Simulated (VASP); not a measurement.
# AlNi3 (Fm-3m) in VASP: notebook

The runs below take AlNi3 through single point, with LDA.

All numbers are computed with VASP 6.6.1; they aren't measurements. Logs are shortened: lines on timing, memory, paths and dates and some standing lists are left out, and cuts for length are marked.

## (1) The cell of the first run

Symmetry: Fm-3m, No. 225, cubic system. Conventional cell: a = 5.535 Å, b = 5.535 Å, c = 5.535 Å, α = 90.00°, β = 90.00°, γ = 90.00°. Within 3.2 Å of Al (site symmetry m-3m) lie 14 Ni at 2.40 to 2.77 Å. Ni (site symmetry -43m) has 4 Al at 2.40 Å and 10 Ni at 2.40 to 2.77 Å within 3.2 Å. Ni (site symmetry m-3m) has 8 Ni at 2.40 Å and 6 Al at 2.77 Å within 3.2 Å.

## (2) Single point, LDA

The input, INCAR:

```
ALGO = Normal ; EDIFF = 1E-7
ENCUT = 520 ; ISIF = 2
ISMEAR = 0 ; LASPH = T
LCHARG = F ; LREAL = F
LWAVE = F ; NBANDS = 24
NELM = 60 ; PREC = Accurate
SIGMA = 0.15
```

The input, KPOINTS:

```
k-points
0
Gamma
  14 14 14
```

The input, POSCAR:

```
AlNi3
1.0
    0.0000000000      2.7677403110      2.7677403110
    2.7677403110      0.0000000000      2.7677403110
    2.7677403110      2.7677403110      0.0000000000
Al Ni
1 3
Direct
    0.5000000000      0.5000000000      0.5000000000
    0.2500000000      0.2500000000      0.2500000000
    0.0000000000      0.0000000000      0.0000000000
    0.7500000000      0.7500000000      0.7500000000
```

Potentials or basis: VASP PAW LDA potentials, release 64 (Al, Ni).

Command:

```console
> cat potpaw_LDA.64/Al/POTCAR potpaw_LDA.64/Ni/POTCAR > POTCAR
> mpirun -np 1 vasp_std > vasp.out
```

OUTCAR:

```text
EDIFF = 1E-7
   ENCUT = 520
   ISIF = 2
   ISMEAR = 0
   LASPH = T
   LREAL = F
   NELM = 60
   PREC = Accurate

 ion  position               nearest neighbor table
   1  0.500  0.500  0.500-   2 2.40   2 2.40   2 2.40   4 2.40   4 2.40   4 2.40   4 2.40   2 2.40
                             3 2.77   3 2.77   3 2.77   3 2.77   3 2.77   3 2.77
   2  0.250  0.250  0.250-   3 2.40   3 2.40   3 2.40   1 2.40   1 2.40   1 2.40   3 2.40   1 2.40
                             4 2.77   4 2.77   4 2.77   4 2.77   4 2.77   4 2.77
   3  0.000  0.000  0.000-   4 2.40   4 2.40   4 2.40   2 2.40   2 2.40   2 2.40   4 2.40   2 2.40
                             1 2.77   1 2.77   1 2.77   1 2.77   1 2.77   1 2.77
   4  0.750  0.750  0.750-   1 2.40   1 2.40   1 2.40   3 2.40   3 2.40   3 2.40   3 2.40   1 2.40
                             2 2.77   2 2.77   2 2.77   2 2.77   2 2.77   2 2.77

  LATTYP: Found a face centered cubic cell.
 ALAT       =     5.5354806220

  Lattice vectors:

 A1 = (   0.0000000000,   2.7677403110,   2.7677403110)
 A2 = (   2.7677403110,   0.0000000000,   2.7677403110)
 A3 = (   2.7677403110,   2.7677403110,   0.0000000000)

Analysis of symmetry for initial positions (statically):
=====================================================================
 Subroutine PRICEL returns:
 Original cell was already a primitive cell.

 Routine SETGRP: Setting up the symmetry group for a
 face centered cubic supercell.

 Subroutine GETGRP returns: Found 48 space group operations
 (whereof 48 operations were pure point group operations)
 out of a pool of 48 trial point group operations.

The static configuration has the point symmetry O_h .

Analysis of symmetry for dynamics (positions and initial velocities):
=====================================================================
 Subroutine PRICEL returns:
 Original cell was already a primitive cell.

 Routine SETGRP: Setting up the symmetry group for a
 face centered cubic supercell.

 Subroutine GETGRP returns: Found 48 space group operations
 (whereof 48 operations were pure point group operations)
 out of a pool of 48 trial point group operations.

The dynamic configuration has the point symmetry O_h .

 Subroutine INISYM returns: Found 48 space group operations
 (whereof 48 operations are pure point group operations),
 and found     1 'primitive' translations

----------------------------------------------------------------------------------------

                                     Primitive cell

  volume of cell :      42.4039

  direct lattice vectors                    reciprocal lattice vectors
     0.000000000  2.767740311  2.767740311    -0.180652787  0.180652787  0.180652787
     2.767740311  0.000000000  2.767740311     0.180652787 -0.180652787  0.180652787
     2.767740311  2.767740311  0.000000000     0.180652787  0.180652787 -0.180652787

  length of vectors
     3.914175885  3.914175885  3.914175885     0.312899805  0.312899805  0.312899805

  position of ions in fractional coordinates (direct lattice)
     0.500000000  0.500000000  0.500000000
     0.250000000  0.250000000  0.250000000
     0.000000000  0.000000000  0.000000000
     0.750000000  0.750000000  0.750000000

  ion indices of the primitive-cell ions
   primitive index   ion index
                 1           1
                 2           2
                 3           3
                 4           4

----------------------------------------------------------------------------------------

 KPOINTS: k-points

Automatic generation of k-mesh.
 Grid dimensions read from file:
 generate k-points for:   14   14   14

 Generating k-lattice:

  Cartesian coordinates                     Fractional coordinates (reciprocal lattice)
    -0.012903770  0.012903770  0.012903770     0.071428571  0.000000000  0.000000000
     0.012903770 -0.012903770  0.012903770     0.000000000  0.071428571  0.000000000
     0.012903770  0.012903770 -0.012903770     0.000000000  0.000000000  0.071428571

  Length of vectors
     0.022349986  0.022349986  0.022349986

  Shift w.r.t. Gamma in fractional coordinates (k-lattice)
     0.000000000  0.000000000  0.000000000

 Subroutine IBZKPT returns following result:
 ===========================================

 Found    104 irreducible k-points:

 Following reciprocal coordinates:
            Coordinates               Weight
  0.000000  0.000000  0.000000      1.000000
  0.071429  0.000000  0.000000      8.000000
  0.142857  0.000000  0.000000      8.000000
  0.214286  0.000000  0.000000      8.000000
  0.285714  0.000000  0.000000      8.000000
  0.357143  0.000000  0.000000      8.000000
[... 16 lines left out ...]
  0.214286  0.142857  0.000000     24.000000
  0.285714  0.142857  0.000000     24.000000
 [... further k-points ...]
   k-points           NKPTS =    104   k-points in BZ     NKDIM =    104   number of bands    NBANDS=     24
   number of dos      NEDOS =    301   number of ions     NIONS =      4
   total plane-waves  NPLWV =  27000
   dimension x,y,z NGX =    30 NGY =   30 NGZ =   30
   dimension x,y,z NGXF=    60 NGYF=   60 NGZF=   60
   ions per type =               1   3
   NGX,Y,Z   is equivalent  to a cutoff of  12.74, 12.74, 12.74 a.u.
   NGXF,Y,Z  is equivalent  to a cutoff of  25.48, 25.48, 25.48 a.u.
 SYSTEM =  unknown system
   PREC   = accura    normal or accurate (medium, high low for compatibility)
   ISTART =      0    job   : 0-new  1-cont  2-samecut
   ICHARG =      2    charge: 1-file 2-atom 10-const
   ISPIN  =      1    spin polarized calculation?
   LNONCOLLINEAR =      F non collinear calculations
   LSORBIT =      F    spin-orbit coupling
   LASPH  =      T    aspherical Exc in radial PAW
   ENCUT  =  520.0 eV  38.22 Ry    6.18 a.u.   7.28  7.28  7.28*2*pi/ulx,y,z
   NELM   =     60;   NELMIN=  2; NELMDL= -5     # of ELM steps
   EDIFF  = 0.1E-06   stopping-criterion for ELM
   LREAL  =      F    real-space projection
   EDIFFG = 0.1E-05   stopping-criterion for IOM
   NSW    =      0    number of steps for IOM
   IBRION =     -1    ionic relax: 0-MD 1-quasi-New 2-CG
   NFREE  =      0    steps in history (QN), initial steepest desc. (CG)
   ISIF   =      2    stress and relaxation
   ISYM   =      2    0-nonsym 1-usesym 2-fastsym
   POTIM  = 0.5000    time-step for ionic-motion
   TEBEG  =    0.0;   TEEND  =   0.0 temperature during run
   PSTRESS=    0.0 pullay stress
   NELECT =      33.0000    total number of electrons
   NUPDOWN=      -1.0000    fix difference up-down
   EMIN   =  10.00;   EMAX   =-10.00  energy-range for DOS
   EFERMI =   0.00;   METHOD = LEGACY
   ISMEAR =     0;   SIGMA  =   0.15  broadening in eV -4-tet -1-fermi 0-gaus
   EFERMI_NEDOS =   21; number of points for ismear=-14 and -15
   IALGO  =     38    algorithm
   IMIX   =      4    mixing-type and parameters
     AMIX     =   0.40;   BMIX     =  1.00
     AMIX_MAG =   1.60;   BMIX_MAG =  1.00
  volume/ion in A,a.u.               =      10.60        71.54
  Fermi-wavevector in a.u.,A,eV,Ry     =   1.505835  2.845616 30.851754  2.267540
  Thomas-Fermi vector in A             =   2.616632
   LORBIT       =      0    0 simple, 1 ext, 2 COOP (PROOUT), +10 PAW based schemes
   GGA     = CA    functional components
   LHFCALC =     F    Hartree Fock is set to
   AEXX    =    0.0000 exact exchange contribution
   IVDW    =     0    specifies the selected vdW correction
   LEPSILON=     F    determine dielectric tensor
   LRPA    =     F    only Hartree local field effects (RPA)
 non-spin polarized calculation
 Gauss-broadening in eV      SIGMA  =   0.15
  energy-cutoff  :      520.00
  volume of cell :       42.40
 maximum number of plane-waves:      1163
 NGX is ok and might be reduce to    30
   NGX = 15   NGY = 15   NGZ = 15

 number of electron      33.0000034 magnetization

 Free energy of the ion-electron system (eV)
  ---------------------------------------------------
  ext. energy  EPLUGINS =         0.00000000
  ---------------------------------------------------
  free energy    TOTEN  =       -25.62824469 eV

  energy without entropy =      -25.59924246  energy(sigma->0) =      -25.61374358

 E-fermi :  10.1948     XC(G=0): -13.3203

 val. band max:       10.1942024546   @ k =  -0.2857   0.5000   0.2143
 cond. band min:      10.2106468950   @ k =   0.5000   0.2143   0.0714
 fundamental gap:      0.0164444404
 Fermi energy:        10.1947718566

 k-point     1 :       0.0000    0.0000    0.0000
  band No.  band energies     occupation
      1      -0.2164      2.00000
      2       6.3820      2.00000
      3       6.3820      2.00000
      4       6.5403      2.00000
      5       6.5403      2.00000
      6       6.5403      2.00000
[... 16 lines left out ...]
     23      17.6589      0.00000
     24      19.1254      0.00000

 k-point     2 :       0.0714    0.0000    0.0000
  band No.  band energies     occupation
      1      -0.1383      2.00000
      2       6.3508      2.00000
      3       6.3508      2.00000
      4       6.4994      2.00000
      5       6.6147      2.00000
      6       6.6147      2.00000
[... 16 lines left out ...]
     23      18.0104      0.00000
     24      18.9344      0.00000

 k-point     3 :       0.1429    0.0000    0.0000
  band No.  band energies     occupation
      1       0.0944      2.00000
      2       6.3247      2.00000
      3       6.3247      2.00000
      4       6.3774      2.00000
      5       6.7646      2.00000
      6       6.7646      2.00000
[... 16 lines left out ...]
     23      18.4311      0.00000
     24      18.7642      0.00000
[... 514 lines left out ...]
 k-point    23 :       0.2143    0.1429    0.0000
  band No.  band energies     occupation
      1       0.4768      2.00000
      2       5.8667      2.00000
      3       6.5804      2.00000
      4       6.6306      2.00000
      5       6.8240      2.00000
      6       6.8715      2.00000
[... 16 lines left out ...]
     23      18.1441      0.00000
     24      20.0971      0.00000

 k-point    24 :       0.2857    0.1429    0.0000
  band No.  band energies     occupation
      1       0.9009      2.00000
      2       5.7086      2.00000
      3       6.5178      2.00000
      4       6.6161      2.00000
      5       6.9922      2.00000
      6       6.9982      2.00000
[... 16 lines left out ...]
     23      18.1330      0.00000
     24      20.2194      0.00000

 [... further k-points ...]
[... 5 lines left out ...]
  --------------------------------------------------------------------------------------
  -------------------------------------------------------------------------------------
  Total        0.0732758      0.0732758      0.0732758      0.0000000     -0.0000000      0.0000000
  in kB        2.7686304      2.7686304      2.7686304      0.0000000     -0.0000000      0.0000000
  external PRESSURE =       2.7686304 kB  Pullay stress =       0.0000000 kB

 VOLUME and BASIS-vectors are now :
 -----------------------------------------------------------------------------
  energy-cutoff  :      520.00
  volume of cell :       42.40
      direct lattice vectors                 reciprocal lattice vectors
     0.000000000  2.767740311  2.767740311    -0.180652787  0.180652787  0.180652787
     2.767740311  0.000000000  2.767740311     0.180652787 -0.180652787  0.180652787
     2.767740311  2.767740311  0.000000000     0.180652787  0.180652787 -0.180652787

 POSITION                                       TOTAL-FORCE (eV/Angst)
 -----------------------------------------------------------------------------------
      2.76774      2.76774      2.76774         0.000000      0.000000      0.000000
      1.38387      1.38387      1.38387        -0.000000      0.000000     -0.000000
      0.00000      0.00000      0.00000         0.000000      0.000000      0.000000
      4.15161      4.15161      4.15161        -0.000000     -0.000000     -0.000000
 -----------------------------------------------------------------------------------
    total drift:                                0.000000     -0.000000      0.000000

  FREE ENERGIE OF THE ION-ELECTRON SYSTEM (eV)
  ---------------------------------------------------
  free  energy   TOTEN  =       -25.6282446880 eV

  energy  without entropy=      -25.5992424636  energy(sigma->0) =      -25.61374358
```

Wall time 57 s (1 thread of Intel Xeon 6975P-C (Granite Rapids), shared host); peak memory 0.21 GiB.

What came out:

| Quantity | Value |
| --- | --- |
| Free energy | -25.6282 eV |
| Pressure | 0.3 GPa |

Spin polarisation is off, so any magnetic state and its effect on volume and gap are missing.

(Continued in part 2 of 2.)
